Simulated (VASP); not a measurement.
Here is a VASP 6.6.1 calculation.

Contents of INCAR:

```
SYSTEM = AlSn
PREC = Accurate
ENCUT = 600
EDIFF = 1E-7
ISMEAR = -1
SIGMA = 0.05
LREAL = .FALSE.
LASPH = .TRUE.
NELM = 100
ALGO = Normal
ISIF = 3
LWAVE = .FALSE.
LCHARG = .FALSE.
GGA = B5
ALDAX = 1.0
AGGAX = 1.0
AGGAC = 1.0
ALDAC = 0.0
IBRION = 2
NSW = 60
EDIFFG = -0.01
```

KPOINTS

```
regular mesh
0
G
  7 7 8
  0 0 0
```

File POSCAR:

```
AlSn
1.0
    4.1981056157      0.0000000000      0.0000000000
   -2.0990528078      3.6356661109      0.0000000000
    0.0000000000      0.0000000000      3.3068470000
Sn Al
1 1
Direct
    0.3333333333      0.6666666667      0.5000000000
    0.0000000000      0.0000000000      0.0000000000
```

Potentials or basis: VASP PAW PBE potentials, release 64 (Sn_d, Al).

The run is started by

```bash
$ cat potpaw_PBE.64/Sn_d/POTCAR potpaw_PBE.64/Al/POTCAR > POTCAR
$ mpirun -np 1 vasp_std > vasp.out
```

Q: What does it give for the relaxed volume?

A: 27.46 Å³/atom.

Q: What does it give for the space group after relaxing (to 0.05 Å)?

A: P-6m2 (No. 187).

Q: Estimate the relaxed cell.

A: a = 4.326 Å, b = 4.326 Å, c = 3.388 Å, α = 90.00°, β = 90.00°, γ = 120.00°.

The path:
| step | energy change (eV) | largest force (eV/Å) | pressure (GPa) | volume (Å³) |
| --- | --- | --- | --- | --- |
| 1 | 0.0000 | 0.0000 | 3.75 | 50.47 |
| 2 | -0.0472 | 0.0000 | -0.07 | 54.92 |
| 3 | -0.0473 | 0.0000 | 0.03 | 54.77 |
| 4 | -0.0481 | 0.0000 | 0.02 | 54.86 |
| 5 | -0.0482 | 0.0000 | 0.03 | 54.91 |

Caveat: the PAW data sets were made with another functional, which shifts forces and pressure a little.
